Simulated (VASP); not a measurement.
## Bi: single point with PBE

Crystal: Bi.

```xyz
4
Lattice="3.5252 0.0000 0.0000 -1.7626 3.0529 0.0000 0.0000 0.0000 11.7892" Properties=species:S:1:pos:R:3 pbc="T T T"
Bi    3.5252    0.0000    0.0000
Bi    0.0000    0.0000    5.8946
Bi    0.0000    2.0353    2.9473
Bi    1.7626    1.0176    8.8419
```

This isn't the form of Bi at room conditions, which is rhombohedral.

* Program: VASP 6.6.1
* Task: single point
* Functional: PBE
* Potentials or basis: VASP PAW PBE potentials, release 64 (Bi_d)
* Cutoff: 520 eV
* k mesh: 10 × 10 × 3
* Occupations: fermi-dirac, width 0.1 eV
* Spin: no spin polarisation

The pressure is -0.1 GPa and the band gap on the k mesh is zero (bands 30 and 31 overlap by 5.91 eV).

Levels at points of the mesh, in eV from the Fermi level:
| k point | band 28 | band 29 | band 30 | band 31 | band 32 | band 33 |
| --- | --- | --- | --- | --- | --- | --- |
| (0.00, 0.00, 0.00) | 3.52 | 3.52 | 4.17 | 4.17 | 4.19 | 4.19 |
| (0.50, 0.00, 0.00) | -3.40 | -1.43 | -0.73 | 0.54 | 1.42 | 1.63 |

Wall time 2 min on 1 thread of Intel(R) Xeon(R) Platinum 8259CL CPU @ 2.50GHz (Skylake/Cascade Lake), with other jobs on the host, peak memory 0.28 GiB.

Caveat: spin-orbit coupling is left out, which moves the levels of the heavy elements.
